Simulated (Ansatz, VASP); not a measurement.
**Two plane-wave programs on SiC**

```
CELL_PARAMETERS angstrom
3.05619 0.00000 0.00000
-1.52809 2.64674 0.00000
0.00000 0.00000 5.01617
ATOMIC_POSITIONS crystal
Si 0.33333 0.66667 0.00460
Si 0.66667 0.33333 0.50460
C 0.33333 0.66667 0.35049
C 0.66667 0.33333 0.85049
```

Alike in both runs: task single point; functional LDA; k mesh 12 × 12 × 6; occupations gaussian, width 0.05 eV; no spin polarisation.

|  | VASP | Ansatz |
| --- | --- | --- |
| version | VASP 6.6.1 | Ansatz 0.2.0 |
| potentials or method | VASP PAW LDA potentials, release 64 (Si, C), cutoff 520 eV | scalar-relativistic, plane waves, PAW |
| valence electrons in the cell | 16 | 16 |

VASP gave:

- gap on the k mesh at the Fermi level (eV): 1.08
- least direct gap on the mesh (eV): 3.58
- pressure (GPa): 3.5
- traceless stress, the component that is largest in VASP (GPa): 17.31
- rms of the force components (eV/Å): 2.181

Which values does Ansatz return?

gap on the k mesh at the Fermi level (eV): 1.10; least direct gap on the mesh (eV): 3.59; pressure (GPa): 3.2; traceless stress, the component that is largest in VASP (GPa): 17.26; rms of the force components (eV/Å): 2.183.

Ansatz warns that its potentials were made for another functional, while VASP's fit it. LDA's correlation is that of Perdew and Zunger in VASP and of Perdew and Wang (1992) in Ansatz. Atom by atom the forces differ by 0.002 eV/Å (rms over components).
